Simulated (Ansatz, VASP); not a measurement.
## One calculation of AlCu3, two programs

```
Al Cu
1.0
     0.00000    2.84938    2.84938
     2.84938    0.00000    2.84938
     2.84938    2.84938    0.00000
Al Cu
1 3
Cartesian
  0.0000 0.0000 0.0000
  2.8494 2.8494 2.8494
  1.4247 1.4247 1.4247
  4.2741 4.2741 4.2741
```

Alike in both runs: functional LDA; k mesh 12 × 12 × 12; occupations gaussian, width 0.1 eV; no spin polarisation.

Ansatz relaxed the structure, and its values are those at the end. VASP's run is a single point on that final structure, the one shown.

|  | VASP | Ansatz |
| --- | --- | --- |
| version | VASP 6.6.1 | Ansatz 0.2.0 |
| potentials or method | VASP PAW LDA potentials, release 64 (Al, Cu), cutoff 520 eV | scalar-relativistic, plane waves, PAW |
| valence electrons in the cell | 36 | 60 |

Ansatz gave:

| Quantity | Value |
| --- | --- |
| gap on the k mesh at the Fermi level (eV) | none |
| pressure (GPa) | 0.0 |

Task: What did VASP give for the same quantities?

Result: gap on the k mesh at the Fermi level (eV): none; pressure (GPa): 0.7.

Ansatz warns that its potentials were made for another functional, while VASP's fit it. LDA's correlation is that of Perdew and Zunger in VASP and of Perdew and Wang (1992) in Ansatz. A gap of «none» marks a metal or a gap that the smearing closes. VASP's potentials hold 36 valence electrons a cell and Ansatz's 60, so a difference there can come from the potentials and not from the codes.
